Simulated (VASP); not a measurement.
Write the native input for VASP 6.6.1 that does the following.

```
Task                   : single point
Functional             : PBE
Potentials or basis    : VASP PAW PBE potentials, release 64 (Ta_pv, Rh_pv)
Cutoff                 : 520 eV
k mesh                 : 4 × 4 × 4
Occupations            : gaussian, width 0.1 eV
Spin                   : no spin polarisation
Dipole correction      : no
Further INCAR settings : ALGO = Normal; EDIFF = 1e-06; NBANDS = 38
```

The structure of Ta4Rh lies in POSCAR:

```
Ta4Rh
1.0
    4.3423367500      0.0000000000      0.0000000000
    0.0000000000      4.3423367500      0.0000000000
    0.0000000000      0.0000000000      4.3423367500
Ta Rh
4 1
Direct
    0.0000000000      0.0000000000      0.0000000000
    0.5000000000      0.5000000000      0.0000000000
    0.5000000000      0.0000000000      0.5000000000
    0.0000000000      0.5000000000      0.5000000000
    0.5000000000      0.5000000000      0.5000000000
```

The input as run:

INCAR

```
SYSTEM = Ta4Rh
ALGO = Normal
EDIFF = 1E-6
ENCUT = 520
GGA = PE
ISIF = 2
ISMEAR = 0
LASPH = .TRUE.
LCHARG = .FALSE.
LREAL = .FALSE.
LWAVE = .FALSE.
NBANDS = 38
NELM = 60
PREC = Accurate
SIGMA = 0.1
```

KPOINTS

```
k-points
0
G
  4 4 4
  0 0 0
```

Potentials or basis: VASP PAW PBE potentials, release 64 (Ta_pv, Rh_pv).

Run with:

```bash
$ cat potpaw_PBE.64/Ta_pv/POTCAR potpaw_PBE.64/Rh_pv/POTCAR > POTCAR
$ mpirun -np 1 vasp_std > vasp.out
```

Results of the run:

```
Pressure : 76.6 GPa
```

Caveat: the k points lie up to 0.36 Å⁻¹ apart.

Wall time 24 s on 1 thread of Intel(R) Xeon(R) Platinum 8488C (Sapphire Rapids), on a shared host, peak memory 0.18 GiB.
